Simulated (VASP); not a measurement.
Input of a VASP 6.6.1 run:

Contents of INCAR:

```
  PREC = Accurate
  ENCUT = 520
  EDIFF = 1E-7
  ISMEAR = -1
  SIGMA = 0.2
  LREAL = F
  LASPH = T
  NELM = 60
  ALGO = Normal
  ISIF = 2
  LWAVE = F
  LCHARG = F
  GGA = PE
  NBANDS = 28
```

The input KPOINTS:

```
regular mesh
0
Gamma
  6 6 6
```

The input POSCAR:

```
Cu3Te
1.0
    3.9985977190      0.0000000000      0.0000000000
    0.0000000000      3.9985977190      0.0000000000
    0.0000000000      0.0000000000      3.9985977190
Cu Te
3 1
Direct
    0.0000000000      0.5000000000      0.5000000000
    0.5000000000      0.0000000000      0.5000000000
    0.5000000000      0.5000000000      0.0000000000
    0.0000000000      0.0000000000      0.0000000000
```

Potentials or basis: VASP PAW PBE potentials, release 64 (Cu, Te).

Launch:

```bash
$ cat potpaw_PBE.64/Cu/POTCAR potpaw_PBE.64/Te/POTCAR > POTCAR
$ mpirun -np 1 vasp_std > vasp.out
```

Task: Predict the band gap on the k mesh.

Result: Zero (an odd number of electrons rules out a gap without spin polarisation).

Task: Predict the pressure.

Result: -2.5 GPa.

Caveat: spin-orbit coupling is left out, which moves the levels of the heavy elements.
